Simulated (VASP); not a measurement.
Set up this calculation in VASP 6.6.1, as the native input.

| Property | Result |
| --- | --- |
| Task | single point |
| Functional | PBE |
| Potentials or basis | VASP PAW PBE potentials, release 64 (Rh_pv) |
| Cutoff | 520 eV |
| k mesh | 22 × 22 × 22 |
| Occupations | gaussian, width 0.15 eV |
| Spin | collinear spin, ferromagnetic start |
| Starting moments | [0.375] μB |
| Fixed moment | 0.375 μB |
| Dipole correction | no |
| Further INCAR settings | ALGO = Fast; EDIFF = 1e-06; NBANDS = 18 |

The structure of Rh lies in POSCAR:

```
Rh
1.0
    0.0000000000      1.9887703994      1.9887703994
    1.9887703994      0.0000000000      1.9887703994
    1.9887703994      1.9887703994      0.0000000000
Rh
1
Direct
    0.0000000000      0.0000000000      0.0000000000
```

The input as run:

INCAR

```
SYSTEM = Rh
PREC = Accurate
ENCUT = 520
EDIFF = 1E-6
ISMEAR = 0
SIGMA = 0.15
LREAL = .FALSE.
LASPH = .TRUE.
NELM = 150
ALGO = Fast
ISIF = 2
LWAVE = .FALSE.
LCHARG = .FALSE.
ISPIN = 2
MAGMOM = 0.375
LORBIT = 11
NUPDOWN = 0.375
LMAXMIX = 4
GGA = PE
NBANDS = 18
```

KPOINTS

```
regular mesh
0
G
  22 22 22
  0 0 0
```

Potentials or basis: VASP PAW PBE potentials, release 64 (Rh_pv).

Run with:

```console
$ cat potpaw_PBE.64/Rh_pv/POTCAR > POTCAR
$ mpirun -np 1 vasp_std > vasp.out
```

Results of the run:

* Pressure: -20.7 GPa
* Net moment: 0.38 μB per cell
* Site moments: Rh +0.38 μB
* Valence electrons inside the program's atomic spheres: Rh 13.58

Caveat: the cell stands under tension; the total moment is fixed, so each spin has its own Fermi level and the state may be an excited one.

Run time: 98 s on 1 thread of AMD EPYC 9R45 96-Core Processor (Zen 5) (shared host), peak memory 0.22 GiB.
